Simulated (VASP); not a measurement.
# Ir (Fm-3m) in VASP: a series of runs

The runs below take Ir through single point, with LDA.

Program: VASP 6.6.1. These are calculated values, not measurements. Logs are shortened: lines on timing, memory, paths and dates and some standing lists are left out, and cuts for length are marked.

### Step 1. The cell of the first run

Symmetry: Fm-3m, No. 225, cubic system. Conventional cell: a = 3.811 Å, b = 3.811 Å, c = 3.811 Å, α = 90.00°, β = 90.00°, γ = 90.00°. Ir (site symmetry m-3m) has 12 Ir at 2.69 Å within 3.6 Å.

### Step 2. Single point, LDA

Contents of INCAR:

```
ALGO     = Normal         # electronic algorithm
EDIFF    = 1E-6           # SCF threshold, eV
ENCUT    = 500            # plane-wave cutoff, eV
GGA      = CA             # functional
GGA_COMPAT= False        
ISIF     = 2              # what is computed and relaxed
ISMEAR   = -1             # smearing method
LASPH    = True           # aspherical terms in the spheres
LCHARG   = False          # write CHGCAR
LREAL    = False          # projectors in reciprocal space
LWAVE    = False          # write WAVECAR
NBANDS   = 10             # bands
NELM     = 120            # most SCF steps
PREC     = Accurate       # precision mode
SIGMA    = 0.05           # smearing width, eV
```

Contents of KPOINTS:

```
k-points
0
Gamma
  10 10 10
```

Contents of POSCAR:

```
Ir
1.0
    0.0000000000      1.9055973447      1.9055973447
    1.9055973447      0.0000000000      1.9055973447
    1.9055973447      1.9055973447      0.0000000000
Ir
1
Direct
    0.0000000000      0.0000000000      0.0000000000
```

Potentials or basis: VASP PAW LDA potentials, release 64 (Ir).

Started as:

```console
cat potpaw_LDA.64/Ir/POTCAR > POTCAR
mpirun -np 1 vasp_std > vasp.out
```

OUTCAR:

```text
EDIFF = 1E-6
   ENCUT = 500
   GGA = CA
   ISIF = 2
   ISMEAR = -1
   LASPH = True
   LREAL = False
   NELM = 120
   PREC = Accurate

 ion  position               nearest neighbor table
   1  0.000  0.000  0.000-

  LATTYP: Found a face centered cubic cell.
 ALAT       =     3.8111946894

  Lattice vectors:

 A1 = (   0.0000000000,   1.9055973447,   1.9055973447)
 A2 = (   1.9055973447,   0.0000000000,   1.9055973447)
 A3 = (   1.9055973447,   1.9055973447,   0.0000000000)

Analysis of symmetry for initial positions (statically):
=====================================================================
 Subroutine PRICEL returns:
 Original cell was already a primitive cell.

 Routine SETGRP: Setting up the symmetry group for a
 face centered cubic supercell.

 Subroutine GETGRP returns: Found 48 space group operations
 (whereof 48 operations were pure point group operations)
 out of a pool of 48 trial point group operations.

The static configuration has the point symmetry O_h .

Analysis of symmetry for dynamics (positions and initial velocities):
=====================================================================
 Subroutine PRICEL returns:
 Original cell was already a primitive cell.

 Routine SETGRP: Setting up the symmetry group for a
 face centered cubic supercell.

 Subroutine GETGRP returns: Found 48 space group operations
 (whereof 48 operations were pure point group operations)
 out of a pool of 48 trial point group operations.

The dynamic configuration has the point symmetry O_h .

 Subroutine INISYM returns: Found 48 space group operations
 (whereof 48 operations are pure point group operations),
 and found     1 'primitive' translations

----------------------------------------------------------------------------------------

                                     Primitive cell

  volume of cell :      13.8396

  direct lattice vectors                    reciprocal lattice vectors
     0.000000000  1.905597345  1.905597345    -0.262384916  0.262384916  0.262384916
     1.905597345  0.000000000  1.905597345     0.262384916 -0.262384916  0.262384916
     1.905597345  1.905597345  0.000000000     0.262384916  0.262384916 -0.262384916

  length of vectors
     2.694921609  2.694921609  2.694921609     0.454464006  0.454464006  0.454464006

  position of ions in fractional coordinates (direct lattice)
     0.000000000  0.000000000  0.000000000

  ion indices of the primitive-cell ions
   primitive index   ion index
                 1           1

----------------------------------------------------------------------------------------

 KPOINTS: k-points

Automatic generation of k-mesh.
 Grid dimensions read from file:
 generate k-points for:   10   10   10

 Generating k-lattice:

  Cartesian coordinates                     Fractional coordinates (reciprocal lattice)
    -0.026238492  0.026238492  0.026238492     0.100000000  0.000000000  0.000000000
     0.026238492 -0.026238492  0.026238492     0.000000000  0.100000000  0.000000000
     0.026238492  0.026238492 -0.026238492     0.000000000  0.000000000  0.100000000

  Length of vectors
     0.045446401  0.045446401  0.045446401

  Shift w.r.t. Gamma in fractional coordinates (k-lattice)
     0.000000000  0.000000000  0.000000000

 Subroutine IBZKPT returns following result:
 ===========================================

 Found     47 irreducible k-points:

 Following reciprocal coordinates:
            Coordinates               Weight
  0.000000  0.000000  0.000000      1.000000
  0.100000  0.000000  0.000000      8.000000
  0.200000  0.000000  0.000000      8.000000
  0.300000  0.000000  0.000000      8.000000
  0.400000  0.000000  0.000000      8.000000
  0.500000  0.000000  0.000000      4.000000
[... 16 lines left out ...]
  0.300000  0.300000  0.000000      6.000000
  0.400000  0.300000  0.000000     24.000000
 [... further k-points ...]
   k-points           NKPTS =     47   k-points in BZ     NKDIM =     47   number of bands    NBANDS=     10
   number of dos      NEDOS =    301   number of ions     NIONS =      1
   total plane-waves  NPLWV =   8000
   dimension x,y,z NGX =    20 NGY =   20 NGZ =   20
   dimension x,y,z NGXF=    40 NGYF=   40 NGZF=   40
   ions per type =               1
   NGX,Y,Z   is equivalent  to a cutoff of  12.34, 12.34, 12.34 a.u.
   NGXF,Y,Z  is equivalent  to a cutoff of  24.68, 24.68, 24.68 a.u.
 SYSTEM =  unknown system
   PREC   = accura    normal or accurate (medium, high low for compatibility)
   ISTART =      0    job   : 0-new  1-cont  2-samecut
   ICHARG =      2    charge: 1-file 2-atom 10-const
   ISPIN  =      1    spin polarized calculation?
   LNONCOLLINEAR =      F non collinear calculations
   LSORBIT =      F    spin-orbit coupling
   LASPH  =      T    aspherical Exc in radial PAW
   ENCUT  =  500.0 eV  36.75 Ry    6.06 a.u.   4.91  4.91  4.91*2*pi/ulx,y,z
   NELM   =    120;   NELMIN=  2; NELMDL= -5     # of ELM steps
   EDIFF  = 0.1E-05   stopping-criterion for ELM
   LREAL  =      F    real-space projection
   EDIFFG = 0.1E-04   stopping-criterion for IOM
   NSW    =      0    number of steps for IOM
   IBRION =     -1    ionic relax: 0-MD 1-quasi-New 2-CG
   NFREE  =      0    steps in history (QN), initial steepest desc. (CG)
   ISIF   =      2    stress and relaxation
   ISYM   =      2    0-nonsym 1-usesym 2-fastsym
   POTIM  = 0.5000    time-step for ionic-motion
   TEBEG  =    0.0;   TEEND  =   0.0 temperature during run
   PSTRESS=    0.0 pullay stress
   NELECT =       9.0000    total number of electrons
   NUPDOWN=      -1.0000    fix difference up-down
   EMIN   =  10.00;   EMAX   =-10.00  energy-range for DOS
   EFERMI =   0.00;   METHOD = LEGACY
   ISMEAR =    -1;   SIGMA  =   0.05  broadening in eV -4-tet -1-fermi 0-gaus
   EFERMI_NEDOS =   21; number of points for ismear=-14 and -15
   IALGO  =     38    algorithm
   IMIX   =      4    mixing-type and parameters
     AMIX     =   0.40;   BMIX     =  1.00
     AMIX_MAG =   1.60;   BMIX_MAG =  1.00
  volume/ion in A,a.u.               =      13.84        93.39
  Fermi-wavevector in a.u.,A,eV,Ry     =   1.418343  2.680279 27.370788  2.011696
  Thomas-Fermi vector in A             =   2.539478
   LORBIT       =      0    0 simple, 1 ext, 2 COOP (PROOUT), +10 PAW based schemes
   GGA     = CA    functional components
   LHFCALC =     F    Hartree Fock is set to
   AEXX    =    0.0000 exact exchange contribution
   IVDW    =     0    specifies the selected vdW correction
   LEPSILON=     F    determine dielectric tensor
   LRPA    =     F    only Hartree local field effects (RPA)
 non-spin polarized calculation
  energy-cutoff  :      500.00
  volume of cell :       13.84
 maximum number of plane-waves:       364
   NGX =  9   NGY =  9   NGZ =  9

 number of electron       9.0000001 magnetization

 Free energy of the ion-electron system (eV)
  ---------------------------------------------------
  ext. energy  EPLUGINS =         0.00000000
  ---------------------------------------------------
  free energy    TOTEN  =       -10.33231587 eV

  energy without entropy =      -10.32350843  energy(sigma->0) =      -10.32791215

 E-fermi :  10.7775     XC(G=0): -14.2666

 val. band max:       10.7518500584   @ k =  -0.3000   0.3000   0.1000
 cond. band min:      10.8040106434   @ k =  -0.4000   0.5000   0.1000
 fundamental gap:      0.0521605850
 Fermi energy:        10.7775024183

 k-point     1 :       0.0000    0.0000    0.0000
  band No.  band energies     occupation
      1      -0.6414      2.00000
      2       6.6487      2.00000
      3       6.6487      2.00000
      4       6.6487      2.00000
      5       9.4789      2.00000
      6       9.4789      2.00000
      7      24.9948      0.00000
      8      30.6731      0.00000
      9      30.6731      0.00000
     10      30.6731      0.00000

 k-point     2 :       0.1000    0.0000    0.0000
  band No.  band energies     occupation
      1      -0.1932      2.00000
      2       6.4219      2.00000
      3       6.8362      2.00000
      4       6.8362      2.00000
      5       9.3651      2.00000
      6       9.3651      2.00000
      7      25.7604      0.00000
      8      28.7880      0.00000
      9      31.4229      0.00000
     10      31.4229      0.00000

 k-point     3 :       0.2000    0.0000    0.0000
  band No.  band energies     occupation
      1       0.9648      2.00000
      2       6.0791      2.00000
      3       7.1262      2.00000
      4       7.1262      2.00000
      5       9.3749      2.00000
      6       9.3749      2.00000
      7      25.9292      0.00000
      8      27.4377      0.00000
      9      33.4489      0.00000
     10      33.4489      0.00000

 k-point     4 :       0.3000    0.0000    0.0000
  band No.  band energies     occupation
      1       2.0675      2.00000
      2       6.5821      2.00000
      3       6.9961      2.00000
      4       6.9961      2.00000
      5      10.1109      2.00000
      6      10.1109      2.00000
      7      23.1800      0.00000
      8      26.9683      0.00000
      9      34.5434      0.00000
     10      34.5434      0.00000
[... 222 lines left out ...]
 k-point    22 :      -0.2000    0.2000    0.0000
  band No.  band energies     occupation
      1       3.1005      2.00000
      2       5.4189      2.00000
      3       6.6323      2.00000
      4       8.1461      2.00000
      5       8.4122      2.00000
      6      12.0018      0.00000
      7      24.4035      0.00000
      8      27.7475      0.00000
      9      29.5549      0.00000
     10      31.7756      0.00000

 k-point    23 :       0.3000    0.3000    0.0000
  band No.  band energies     occupation
      1       2.9000      2.00000
      2       4.1004      2.00000
      3       7.8733      2.00000
      4       9.5639      2.00000
      5       9.5639      2.00000
      6      10.8130      0.65934
      7      27.3567      0.00000
      8      27.3567      0.00000
      9      28.6320      0.00000
     10      31.5842      0.00000

 k-point    24 :       0.4000    0.3000    0.0000
  band No.  band energies     occupation
      1       3.1715      2.00000
      2       3.8784      2.00000
      3       7.9730      2.00000
      4       9.8070      2.00000
      5      11.5188      0.00000
      6      11.5457      0.00000
      7      23.7456      0.00000
      8      25.9994      0.00000
      9      27.0611      0.00000
     10      32.0303      0.00000

 [... further k-points ...]

------------------------ aborting loop because EDIFF is reached ----------------------------------------

  FORCE on cell =-STRESS in cart. coord.  units (eV):
  Direction    XX          YY          ZZ          XY          YZ          ZX
  --------------------------------------------------------------------------------------
  -------------------------------------------------------------------------------------
  Total        0.2247012      0.2247012      0.2247012     -0.0000000      0.0000000     -0.0000000
  in kB       26.0131304     26.0131304     26.0131304     -0.0000000      0.0000000     -0.0000000
  external PRESSURE =      26.0131304 kB  Pullay stress =       0.0000000 kB

 VOLUME and BASIS-vectors are now :
 -----------------------------------------------------------------------------
  energy-cutoff  :      500.00
  volume of cell :       13.84
      direct lattice vectors                 reciprocal lattice vectors
     0.000000000  1.905597345  1.905597345    -0.262384916  0.262384916  0.262384916
     1.905597345  0.000000000  1.905597345     0.262384916 -0.262384916  0.262384916
     1.905597345  1.905597345  0.000000000     0.262384916  0.262384916 -0.262384916

 POSITION                                       TOTAL-FORCE (eV/Angst)
 -----------------------------------------------------------------------------------
      0.00000      0.00000      0.00000         0.000000      0.000000     -0.000000
 -----------------------------------------------------------------------------------
    total drift:                                0.000000      0.000000      0.000000

  FREE ENERGIE OF THE ION-ELECTRON SYSTEM (eV)
  ---------------------------------------------------
  free  energy   TOTEN  =       -10.3323158671 eV

  energy  without entropy=      -10.3235084268  energy(sigma->0) =      -10.32791215
```

Wall time 5.8 s (1 thread of Intel Xeon Platinum 8559C (Emerald Rapids), shared host); peak memory 0.12 GiB.

What came out:

- Free energy: -10.3323 eV
- Pressure: 2.6 GPa

Levels at points of the mesh, in eV from the Fermi level:
```csv
k point,band 2,band 3,band 4,band 5,band 6,band 7
"(0.00, 0.00, 0.00)",-4.13,-4.13,-4.13,-1.30,-1.30,14.22
"(0.50, 0.00, 0.00)",-4.22,-4.22,-0.85,0.86,0.86,7.42
"(0.50, 0.50, 0.00)",-7.69,0.86,1.45,1.45,1.66,10.75
```

Caveat: spin-orbit coupling is left out, which moves the levels of the heavy elements.

### Step 3. Single point, LDA

This run uses another cell than the first one, of 13.70 Å³/atom, 0.990 times its volume.

Contents of INCAR:

```
SYSTEM = Ir
ALGO     = Normal         ! electronic algorithm
EDIFF    = 1E-6           ! SCF threshold, eV
ENCUT    = 500            ! plane-wave cutoff, eV
GGA      = CA             ! functional
GGA_COMPAT= .FALSE.      
ISIF     = 2              ! what is computed and relaxed
ISMEAR   = -1             ! smearing method
LASPH    = .TRUE.         ! aspherical terms in the spheres
LCHARG   = .FALSE.        ! write CHGCAR
LREAL    = .FALSE.        ! projectors in reciprocal space
LWAVE    = .FALSE.        ! write WAVECAR
NBANDS   = 10             ! bands
NELM     = 120            ! most SCF steps
PREC     = Accurate       ! precision mode
SIGMA    = 0.05           ! smearing width, eV
```

Contents of KPOINTS:

```
k-points
0
G
  10 10 10
  0 0 0
```

Contents of POSCAR:

```
Ir
1.0
    0.0000000000      1.8992240618      1.8992240618
    1.8992240618      0.0000000000      1.8992240618
    1.8992240618      1.8992240618      0.0000000000
Ir
1
Direct
    0.0000000000      0.0000000000      0.0000000000
```

Potentials or basis: VASP PAW LDA potentials, release 64 (Ir).

Started as:

```console
cat potpaw_LDA.64/Ir/POTCAR > POTCAR
mpirun -np 1 vasp_std > vasp.out
```

OUTCAR:

```text
SYSTEM = Ir
   EDIFF = 1E-6
   ENCUT = 500
   GGA = CA
   ISIF = 2
   ISMEAR = -1
   LASPH = .TRUE.
   LREAL = .FALSE.
   NELM = 120
   PREC = Accurate

 ion  position               nearest neighbor table
   1  0.000  0.000  0.000-

  LATTYP: Found a face centered cubic cell.
 ALAT       =     3.7984481236

  Lattice vectors:

 A1 = (   0.0000000000,   1.8992240618,   1.8992240618)
 A2 = (   1.8992240618,   0.0000000000,   1.8992240618)
[... 490 lines left out ...]
     10      32.3508      0.00000

 [... further k-points ...]

------------------------ aborting loop because EDIFF is reached ----------------------------------------

  FORCE on cell =-STRESS in cart. coord.  units (eV):
  Direction    XX          YY          ZZ          XY          YZ          ZX
  --------------------------------------------------------------------------------------
  -------------------------------------------------------------------------------------
  Total        0.5906256      0.5906256      0.5906256     -0.0000000      0.0000000      0.0000000
  in kB       69.0659939     69.0659939     69.0659939     -0.0000000      0.0000000      0.0000000
  external PRESSURE =      69.0659939 kB  Pullay stress =       0.0000000 kB

 VOLUME and BASIS-vectors are now :
 -----------------------------------------------------------------------------
  energy-cutoff  :      500.00
  volume of cell :       13.70
      direct lattice vectors                 reciprocal lattice vectors
     0.000000000  1.899224062  1.899224062    -0.263265409  0.263265409  0.263265409
     1.899224062  0.000000000  1.899224062     0.263265409 -0.263265409  0.263265409
     1.899224062  1.899224062  0.000000000     0.263265409  0.263265409 -0.263265409

 POSITION                                       TOTAL-FORCE (eV/Angst)
 -----------------------------------------------------------------------------------
      0.00000      0.00000      0.00000        -0.000000      0.000000      0.000000
 -----------------------------------------------------------------------------------
    total drift:                                0.000000      0.000000      0.000000

  FREE ENERGIE OF THE ION-ELECTRON SYSTEM (eV)
  ---------------------------------------------------
  free  energy   TOTEN  =       -10.3281204396 eV

  energy  without entropy=      -10.3194275184  energy(sigma->0) =      -10.32377398
```

OSZICAR:

```text
N       E                     dE             d eps       ncg     rms          rms(c)
DAV:   1     0.485182788496E+02    0.48518E+02   -0.42272E+03   948   0.800E+02
DAV:   2    -0.100186214742E+02   -0.58537E+02   -0.55791E+02   956   0.200E+02
DAV:   3    -0.109185624213E+02   -0.89994E+00   -0.89606E+00  1078   0.299E+01
DAV:   4    -0.109281828226E+02   -0.96204E-02   -0.96178E-02  1074   0.293E+00
DAV:   5    -0.109283704624E+02   -0.18764E-03   -0.18764E-03  1092   0.381E-01    0.172E+01
DAV:   6    -0.104322654125E+02    0.49611E+00   -0.82793E-01  1054   0.113E+01    0.694E+00
DAV:   7    -0.103356498135E+02    0.96616E-01   -0.26033E-01  1138   0.576E+00    0.145E+00
DAV:   8    -0.103331721415E+02    0.24777E-02   -0.17087E-03  1022   0.423E-01    0.116E+00
DAV:   9    -0.103281355956E+02    0.50365E-02   -0.25005E-03  1052   0.749E-01    0.410E-02
DAV:  10    -0.103281197443E+02    0.15851E-04   -0.14586E-05  1346   0.416E-02    0.108E-02
DAV:  11    -0.103281204396E+02   -0.69530E-06   -0.15824E-06   986   0.912E-03
   1 F= -.10328120E+02 E0= -.10323774E+02  d E =-.869292E-02
```

stdout:

```text
POSCAR found type information on POSCAR Ir
 POSCAR found :  1 types and       1 ions
 scaLAPACK will be used
 LDA part: xc-table for (Slater(with rela. corr.)+CA(PZ))
 , standard interpolation
 POSCAR, INCAR and KPOINTS ok, starting setup
 FFT: planning ... GRIDC
 FFT: planning ... GRID_SOFT
 FFT: planning ... GRID
 WAVECAR not read
 entering main loop
```

It took 3.7 s on 1 thread of Intel Xeon Platinum 8559C (Emerald Rapids), shared host; peak memory 0.12 GiB.

What came out:

```
Free energy : -10.3281 eV
Pressure    : 6.9 GPa
```

Caveat: spin-orbit coupling is left out, which moves the levels of the heavy elements.

[end of part 1 of 2]
